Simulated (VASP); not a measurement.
Runs of VASP 6.6.1 on Os. The structure is that of space group P6_3/mmc (No. 194), or close to it. The cells are those of the table. 

```csv
cell,further INCAR settings,gap on the mesh (eV),pressure (GPa),largest force (eV/Å)
"a = 2.734, b = 2.703, c = 4.320 Å, angles 90.0, 90.0, 120.4°, 2 atoms",ALGO = Fast; EDIFF = 1e-06; NBANDS = 15,none,4.3,0.04
"a = 2.734, b = 2.714, c = 4.320 Å, angles 90.0, 90.0, 120.2°, 2 atoms",ALGO = Fast; EDIFF = 1e-06; NBANDS = 15,none,(b),0.03
"a = 2.734, b = 2.765, c = 4.320 Å, angles 90.0, 90.0, 119.6°, 2 atoms",ALGO = Fast; EDIFF = 1e-06; NBANDS = 15,none,-8.4,0.03
"a = 2.734, b = 2.693, c = 4.320 Å, angles 90.0, 90.0, 120.5°, 2 atoms",ALGO = Fast; EDIFF = 1e-07; NBANDS = 15,none,(a),0.06
"a = 2.734, b = 2.744, c = 4.320 Å, angles 90.0, 90.0, 119.9°, 2 atoms",ALGO = Fast; EDIFF = 1e-06; NBANDS = 15,none,-4.5,0.01
```

Alike in all rows: task single point; level PBEsol; potentials or basis VASP PAW PBE potentials, release 64 (Os); no spin polarisation; k mesh 21 × 21 × 12; cutoff (eV) 520; smearing gaussian 0.15 eV.

**Question.** Estimate the missing entries.

**Answer.** (a) 6.8; (b) 2.0.

Caveats: the PAW data sets were made with another functional, which shifts forces and pressure a little; spin-orbit coupling is left out, which moves the levels of the heavy elements; the cell stands under pressure (at least some runs); the cell stands under tension (at least some runs).

A k mesh can miss the band edges, and the runs leave out spin-orbit coupling on Os.

A gap of «none» marks levels without a gap at the run's occupations.
